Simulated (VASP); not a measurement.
**Cd: electric field gradients with PBE**

The system is Cd.

```xyz
2
Lattice="2.9789 0.0000 0.0000 -1.4894 2.5798 0.0000 0.0000 0.0000 5.5615" Properties=species:S:1:pos:R:3 pbc="T T T"
Cd    0.0000    1.7199    1.3904
Cd    1.4894    0.8599    4.1711
```

This cell differs from its parent crystal: zz strain of -1 %.

| Quantity | Value |
| --- | --- |
| Program | VASP 6.6.1 |
| Task | electric field gradients |
| Functional | PBE |
| Potentials or basis | VASP PAW PBE potentials, release 64 (Cd) |
| Cutoff | 520 eV |
| k mesh | 14 × 14 × 7 |
| Occupations | fermi-dirac, width 0.05 eV |
| Spin | no spin polarisation |
| Dipole correction | no |
| Further INCAR settings | ALGO = Normal; EDIFF = 1e-08; NBANDS = 19 |

The pressure is 3.8 GPa, the band gap on the k mesh is zero (bands 12 and 13 overlap by 4.18 eV) and the largest electric field gradient by atom is Cd +76.8 V/Å².

Stress tensor (GPa, compression positive):
```
4.32 0.00 0.00
0.00 4.32 0.00
0.00 0.00 2.81
```

Levels at points of the mesh, in eV from the Fermi level:
```tsv
k point	band 10	band 11	band 12	band 13	band 14	band 15
(0.00, 0.00, 0.00)	-8.53	-8.53	-3.08	-2.94	10.86	14.38
(0.50, 0.00, 0.00)	-8.25	-2.43	-1.92	2.03	3.01	3.25
```

Electric field gradients, principal values (V/Å²):
```tsv
atom	least	middle	greatest (by size)
1 Cd	-38.388	-38.391	76.780
2 Cd	-38.388	-38.391	76.780
```

It took 35 s on 1 thread of AMD EPYC 9R45 96-Core Processor (Zen 5), on a shared host, peak memory 0.17 GiB.

Caveat: the cell differs from its parent crystal (zz strain of -1 %); the cell stands under pressure; without QUAD_EFG the Cq values of the log hold for a quadrupole moment of 1 mb, not for the nuclei.
